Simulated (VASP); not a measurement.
Here is a VASP 6.6.1 calculation.

File INCAR:

```
SYSTEM = BaH2
ALGO     = Normal         ! electronic algorithm
EDIFF    = 1E-8           ! SCF threshold, eV
ENCUT    = 520            ! plane-wave cutoff, eV
GGA      = CA             ! functional
ISIF     = 2              ! what is computed and relaxed
ISMEAR   = 0              ! smearing method
LASPH    = .True.         ! aspherical terms in the spheres
LCHARG   = .False.        ! write CHGCAR
LEFG     = .True.       
LREAL    = .False.        ! projectors in reciprocal space
LWAVE    = .False.        ! write WAVECAR
NBANDS   = 21             ! bands
NELM     = 80             ! most SCF steps
PREC     = Accurate       ! precision mode
SIGMA    = 0.01           ! smearing width, eV
```

File KPOINTS:

```
k-points
0
Gamma
  6 6 6
  0 0 0
```

File POSCAR:

```
BaH2
1.0
    4.3475423709      0.0000000000      0.0000000000
   -2.1737711854      3.7650821372      0.0000000000
    0.0000000000      0.0000000000      5.6801294847
Ba H
2 4
Direct
    0.6666666667      0.3333333333      0.7500000000
    0.3333333333      0.6666666667      0.2500000000
    0.3333333333      0.6666666667      0.7500000000
    0.6666666667      0.3333333333      0.2500000000
    0.0000000000      0.0000000000      0.5000000000
    0.0000000000      0.0000000000      0.0000000000
```

Potentials or basis: VASP PAW LDA potentials, release 64 (Ba_sv, H).

Launch:

```console
$ cat potpaw_LDA.64/Ba_sv/POTCAR potpaw_LDA.64/H/POTCAR > POTCAR
$ mpirun -np 1 vasp_std > vasp.out
```

(1) Predict the band gap on the k mesh.

(2) What does it give for the pressure?

## Answers

(1) 1.49 eV (least direct gap 2.29 eV).

(2) 0.9 GPa.

Caveat: without QUAD_EFG the Cq values of the log hold for a quadrupole moment of 1 mb, not for the nuclei; spin-orbit coupling is left out, which moves the levels of the heavy elements.
